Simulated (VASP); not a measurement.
# Au (P-1) in VASP: single point with PBE

Aim: the single point of Au with PBE.

Everything below comes from runs of VASP 6.6.1. Logs are shortened: lines on timing, memory, paths and dates and some standing lists are left out, and cuts for length are marked.

## (1) The cell of the first run

The typed cell holds 2 atoms: a = 2.971 Å, b = 2.971 Å, c = 4.851 Å, α = 90.00°, β = 89.99°, γ = 122.65°.

## (2) Single point, PBE

INCAR reads:

```
SYSTEM = Au
PREC = Accurate
ENCUT = 520
EDIFF = 1E-7
ISMEAR = 0
SIGMA = 0.15
LREAL = .False.
LASPH = .True.
NELM = 100
ALGO = Normal
ISIF = 2
LWAVE = .False.
LCHARG = .False.
GGA = PE
NBANDS = 18
```

KPOINTS reads:

```
Automatic mesh
0
Gamma
  12 12 8
  0 0 0
```

POSCAR reads:

```
Au
1.0
    2.9705019443     -0.0685826999      0.0002938555
   -1.5446453325      2.5378639798     -0.0000252993
    0.0004926229      0.0002354427      4.8505847443
Au
2
Direct
    0.3392321724      0.6604225000      0.7499951439
    0.6607678276      0.3395775000      0.2500048561
```

Potentials or basis: VASP PAW PBE potentials, release 64 (Au).

Launch:

```sh
$ cat potpaw_PBE.64/Au/POTCAR > POTCAR
$ mpirun -np 1 vasp_std > vasp.out
```

OUTCAR:

```text
SYSTEM = Au
   PREC = Accurate
   ENCUT = 520
   EDIFF = 1E-7
   ISMEAR = 0
   LREAL = .False.
   LASPH = .True.
   NELM = 100
   ISIF = 2
   GGA = PE

 ion  position               nearest neighbor table
   1  0.339  0.660  0.750-   2 2.95   2 2.95   2 2.96   2 2.96   2 2.96   2 2.96
   2  0.661  0.340  0.250-   1 2.95   1 2.95   1 2.96   1 2.96   1 2.96   1 2.96

  LATTYP: Found a triclinic cell.
 ALAT       =     2.9712935692
 B/A-ratio  =     0.9998922368
 C/A-ratio  =     1.6324825071
 COS(alpha) =     0.0000198545
 COS(beta)  =     0.0001993102
 COS(gamma) =     0.5394905920

  Lattice vectors:

 A1 = (  -2.9705019443,   0.0685826999,  -0.0002938555)
 A2 = (  -1.5446453325,   2.5378639798,  -0.0000252993)
 A3 = (  -0.0004926229,  -0.0002354427,  -4.8505847443)

Analysis of symmetry for initial positions (statically):
=====================================================================
 Subroutine PRICEL returns:
 Original cell was already a primitive cell.

 Routine SETGRP: Setting up the symmetry group for a
 triclinic supercell.

 Subroutine GETGRP returns: Found  2 space group operations
 (whereof  2 operations were pure point group operations)
 out of a pool of  2 trial point group operations.

The static configuration has the point symmetry S_2 .

Analysis of symmetry for dynamics (positions and initial velocities):
=====================================================================
 Subroutine PRICEL returns:
 Original cell was already a primitive cell.

 Routine SETGRP: Setting up the symmetry group for a
 triclinic supercell.

 Subroutine GETGRP returns: Found  2 space group operations
 (whereof  2 operations were pure point group operations)
 out of a pool of  2 trial point group operations.

The dynamic configuration has the point symmetry S_2 .

 Subroutine INISYM returns: Found  2 space group operations
 (whereof  2 operations are pure point group operations),
 and found     1 'primitive' translations

----------------------------------------------------------------------------------------

                                     Primitive cell

  volume of cell :      36.0534

  direct lattice vectors                    reciprocal lattice vectors
     2.970501944 -0.068582700  0.000293855     0.341441460  0.207814903 -0.000044764
    -1.544645333  2.537863980 -0.000025299     0.009227044  0.399648097 -0.000020336
     0.000492623  0.000235443  4.850584744    -0.000020637 -0.000010505  0.206160714

  length of vectors
     2.971293569  2.970973373  4.850584775     0.399711529  0.399754600  0.206160715
[... 81 lines left out ...]
   EDIFF  = 0.1E-06   stopping-criterion for ELM
   LREAL  =      F    real-space projection
   EDIFFG = 0.1E-05   stopping-criterion for IOM
   NSW    =      0    number of steps for IOM
   IBRION =     -1    ionic relax: 0-MD 1-quasi-New 2-CG
   NFREE  =      0    steps in history (QN), initial steepest desc. (CG)
   ISIF   =      2    stress and relaxation
   ISYM   =      2    0-nonsym 1-usesym 2-fastsym
   POTIM  = 0.5000    time-step for ionic-motion
   TEBEG  =    0.0;   TEEND  =   0.0 temperature during run
   PSTRESS=    0.0 pullay stress
   NELECT =      22.0000    total number of electrons
   NUPDOWN=      -1.0000    fix difference up-down
   EMIN   =  10.00;   EMAX   =-10.00  energy-range for DOS
   EFERMI =   0.00;   METHOD = LEGACY
   ISMEAR =     0;   SIGMA  =   0.15  broadening in eV -4-tet -1-fermi 0-gaus
   EFERMI_NEDOS =   21; number of points for ismear=-14 and -15
   IALGO  =     38    algorithm
   IMIX   =      4    mixing-type and parameters
     AMIX     =   0.40;   BMIX     =  1.00
     AMIX_MAG =   1.60;   BMIX_MAG =  1.00
  volume/ion in A,a.u.               =      18.03       121.65
  Fermi-wavevector in a.u.,A,eV,Ry     =   1.388568  2.624012 26.233661  1.928120
  Thomas-Fermi vector in A             =   2.512681
   LORBIT       =      0    0 simple, 1 ext, 2 COOP (PROOUT), +10 PAW based schemes
   GGA     = PE    functional components
   LHFCALC =     F    Hartree Fock is set to
   AEXX    =    0.0000 exact exchange contribution
   IVDW    =     0    specifies the selected vdW correction
   LEPSILON=     F    determine dielectric tensor
   LRPA    =     F    only Hartree local field effects (RPA)
 non-spin polarized calculation
 Gauss-broadening in eV      SIGMA  =   0.15
  energy-cutoff  :      520.00
  volume of cell :       36.05
 maximum number of plane-waves:       990
 NGX is ok and might be reduce to    24
   NGX = 11   NGY = 11   NGZ = 19

 number of electron      21.9999998 magnetization

 Free energy of the ion-electron system (eV)
  ---------------------------------------------------
  ext. energy  EPLUGINS =         0.00000000
  ---------------------------------------------------
  free energy    TOTEN  =        -6.42187223 eV

  energy without entropy =       -6.41575282  energy(sigma->0) =       -6.41881252

 E-fermi :   8.5864     XC(G=0): -12.3804

 val. band max:        8.5700332909   @ k =   0.2500  -0.0000   0.2500
 cond. band min:       8.6023499750   @ k =   0.5000  -0.3333   0.3750
 fundamental gap:      0.0323166841
 Fermi energy:         8.5863843309

 k-point     1 :       0.0000    0.0000    0.0000
  band No.  band energies     occupation
      1      -0.7117      2.00000
      2       1.7001      2.00000
      3       3.9233      2.00000
      4       3.9830      2.00000
      5       4.3847      2.00000
      6       4.6096      2.00000
[... 481 lines left out ...]
      5       4.1894      2.00000
      6       4.6006      2.00000
[... 10 lines left out ...]
     17      21.0650      0.00000
     18      22.4856      0.00000

 [... further k-points ...]

------------------------ aborting loop because EDIFF is reached ----------------------------------------

  FORCE on cell =-STRESS in cart. coord.  units (eV):
  Direction    XX          YY          ZZ          XY          YZ          ZX
  --------------------------------------------------------------------------------------
  -------------------------------------------------------------------------------------
  Total       -0.0448425     -0.0419890     -0.0511469      0.0029493     -0.0005117     -0.0012535
  in kB       -1.9927549     -1.8659493     -2.2729166      0.1310652     -0.0227402     -0.0557040
  external PRESSURE =      -2.0438736 kB  Pullay stress =       0.0000000 kB

 VOLUME and BASIS-vectors are now :
 -----------------------------------------------------------------------------
  energy-cutoff  :      520.00
  volume of cell :       36.05
      direct lattice vectors                 reciprocal lattice vectors
     2.970501944 -0.068582700  0.000293855     0.341441460  0.207814903 -0.000044764
    -1.544645333  2.537863980 -0.000025299     0.009227044  0.399648097 -0.000020336
     0.000492623  0.000235443  4.850584744    -0.000020637 -0.000010505  0.206160714

 POSITION                                       TOTAL-FORCE (eV/Angst)
 -----------------------------------------------------------------------------------
     -0.01206      1.65297      3.63800        -0.000577      0.000682      0.000300
      1.43841      0.81654      1.21286         0.000577     -0.000682     -0.000300
 -----------------------------------------------------------------------------------
    total drift:                                0.000000     -0.000000     -0.000000

  FREE ENERGIE OF THE ION-ELECTRON SYSTEM (eV)
  ---------------------------------------------------
  free  energy   TOTEN  =        -6.4218722280 eV

  energy  without entropy=       -6.4157528198  energy(sigma->0) =       -6.41881252
```

It took 4.1 min on 1 thread of Intel Xeon Platinum 8375C at 2.90GHz (Ice Lake), shared host; peak memory 0.4 GiB.

What came out:

```yaml
Free_energy: -6.4219 eV
Pressure: -0.2 GPa
Band_gap_on_the_k_mesh: zero (bands 11 and 12 overlap by 6.32 eV)
```

Levels at points of the mesh, in eV from the Fermi level:
```tsv
k point	band 7	band 8	band 9	band 10	band 11	band 12	band 13	band 14	band 15	band 16
(0.00, 0.00, 0.00)	-3.75	-3.64	-3.31	-2.20	-2.13	-0.81	2.55	14.22	15.87	16.66
(0.50, 0.00, 0.00)	-3.41	-1.96	-1.91	-1.76	0.39	1.59	5.79	7.18	7.26	9.56
(0.00, 0.50, 0.00)	-3.40	-1.96	-1.91	-1.76	0.39	1.60	5.79	7.17	7.26	9.56
(0.50, 0.50, 0.00)	-3.74	-2.02	-1.89	-1.79	0.15	0.95	5.49	6.57	7.11	10.76
(0.00, 0.00, 0.50)	-4.10	-4.10	-2.70	-2.70	-2.49	-2.48	10.54	10.54	14.69	14.69
(0.50, 0.00, 0.50)	-2.41	-2.41	-1.79	-1.79	0.73	0.74	3.82	3.83	12.70	12.70
(0.00, 0.50, 0.50)	-2.42	-2.42	-1.79	-1.79	0.74	0.74	3.82	3.82	12.70	12.70
(0.50, 0.50, 0.50)	-2.25	-2.25	-1.88	-1.88	0.17	0.17	3.26	3.26	12.69	12.70
```

Caveat: spin-orbit coupling is left out, which moves the levels of the heavy elements.
